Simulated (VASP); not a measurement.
Input of a VASP 6.6.1 run:

The input INCAR:

```
ALGO = Normal
EDIFF = 1E-6
ENCUT = 520
GGA = PE
ISIF = 2
ISMEAR = -1
LASPH = True
LCHARG = True
LELF = True
LREAL = False
LVHAR = True
LWAVE = False
NBANDS = 20
NELM = 80
PREC = Accurate
SIGMA = 0.01
```

KPOINTS

```
k-points
0
Gamma
  6 6 6
```

Contents of POSCAR:

```
GaGe
1.0
    0.0000000000      2.8978440000      2.8978440000
    2.8978440000      0.0000000000      2.8978440000
    2.8978440000      2.8978440000      0.0000000000
Ge Ga
1 1
Direct
   -0.0072340000     -0.0102740000      0.0253490000
    0.2399690000      0.2466220000      0.2642740000
```

Potentials or basis: VASP PAW PBE potentials, release 64 (Ge_d, Ga_d).

Run with:

```sh
$ cat potpaw_PBE.64/Ge_d/POTCAR potpaw_PBE.64/Ga_d/POTCAR > POTCAR
$ mpirun -np 1 vasp_std > vasp.out
```

(1) Estimate the largest force.

(2) Estimate the pressure.

Answers

(1) 0.151 eV/Å.

(2) 0.2 GPa.
